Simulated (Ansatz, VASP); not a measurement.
Ca2O: VASP beside Ansatz

```xyz
6
Lattice="-2.4803 2.4803 5.2780 2.4803 -2.4803 5.2780 2.4803 2.4803 -5.2780" Properties=species:S:1:pos:R:3 pbc="T T T"
Ca    0.0000    0.0000    2.4160
Ca    0.0000    2.4803    5.0550
Ca    0.0000    2.4803    0.2230
Ca    0.0000    0.0000    8.1400
O     0.0000    0.0000    0.0000
O     0.0000    2.4803    2.6390
```

Alike in both runs: functional PBE; k mesh 6 × 6 × 6; occupations gaussian, width 0.1 eV; no spin polarisation.

Ansatz relaxed the structure, and its values are those at the end. VASP's run is a single point on that final structure, the one shown.

|  | VASP | Ansatz |
| --- | --- | --- |
| version | VASP 6.6.1 | Ansatz 0.2.0 |
| potentials or method | VASP PAW PBE potentials, release 64 (Ca_sv, O), cutoff 520 eV | scalar-relativistic, plane waves, PAW |
| valence electrons in the cell | 52 | 52 |

|  | VASP | Ansatz | Ansatz less VASP |
| --- | --- | --- | --- |
| gap on the k mesh at the Fermi level (eV) | 0.22 | 0.22 | +0.002 |
| least direct gap on the mesh (eV) | 0.35 | 0.35 | +0.002 |
| pressure (GPa) | 0.4 | 0.2 | -0.21 |
| rms of the force components (eV/Å) | 0.016 | 0.007 | -0.0091 |
